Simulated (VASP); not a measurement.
Input of a VASP 6.6.1 run:

The input INCAR:

```
SYSTEM = MgS
  ALGO = Normal
  EDIFF = 1E-6
  ENCUT = 520
  GGA = PS
  ISIF = 2
  ISMEAR = 0
  LASPH = .TRUE.
  LCHARG = .FALSE.
  LREAL = .FALSE.
  LWAVE = .FALSE.
  NBANDS = 11
  NELM = 100
  PREC = Accurate
  SIGMA = 0.05
```

Contents of KPOINTS:

```
k-points
0
G
  8 8 8
  0 0 0
```

The input POSCAR:

```
MgS
1.0
   -0.8225592414      2.2620379138      2.2620379138
    2.2620379138     -0.8225592414      2.2620379138
    2.2620379138      2.2620379138     -0.8225592414
Mg S
1 1
Direct
    0.0000000000      0.0000000000      0.0000000000
    0.5000000000      0.5000000000      0.5000000000
```

Potentials or basis: VASP PAW PBE potentials, release 64 (Mg, S).

Run with:

```bash
$ cat potpaw_PBE.64/Mg/POTCAR potpaw_PBE.64/S/POTCAR > POTCAR
$ mpirun -np 1 vasp_std > vasp.out
```

(1) Predict the pressure.

Results:

(1) -1.6 GPa.

Caveat: the PAW data sets were made with another functional, which shifts forces and pressure a little.
